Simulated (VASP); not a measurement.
A run of VASP 6.6.1 is set up as follows.

Contents of INCAR:

```
PREC = Accurate
ENCUT = 520
EDIFF = 1E-6
ISMEAR = -1
SIGMA = 0.15
LREAL = False
LASPH = True
NELM = 80
ALGO = Normal
ISIF = 2
LWAVE = False
LCHARG = False
GGA = PE
NBANDS = 23
```

Contents of KPOINTS:

```
Automatic mesh
0
Gamma
  7 7 4
```

POSCAR

```
PPt
1.0
    3.7430280000      0.0000000000      0.0000000000
   -1.8715140000      3.2415570000      0.0000000000
    0.0000000000      0.0000000000      6.3537430000
P Pt
2 2
Direct
    0.6666666667      0.3333333333      0.5031030000
    0.3333333333      0.6666666667      0.0031030000
    0.6666666667      0.3333333333      0.8718990000
    0.3333333333      0.6666666667      0.3718990000
```

Potentials or basis: VASP PAW PBE potentials, release 64 (P, Pt).

Command:

```console
$ cat potpaw_PBE.64/P/POTCAR potpaw_PBE.64/Pt/POTCAR > POTCAR
$ mpirun -np 1 vasp_std > vasp.out
```

**Question.** Predict the pressure.

**Answer.** 0.4 GPa.

**Question.** What does it give for the band gap on the k mesh?

**Answer.** Zero (band 15 reaches 9.82 eV, above the bottom of band 16 at 6.11 eV).

**Question.** What does it give for the largest force?

**Answer.** 0.186 eV/Å.

Stress tensor (GPa, compression positive):
```
0.10 0.00 0.00
0.00 0.10 0.00
0.00 0.00 0.94
```

Caveat: spin-orbit coupling is left out, which moves the levels of the heavy elements.
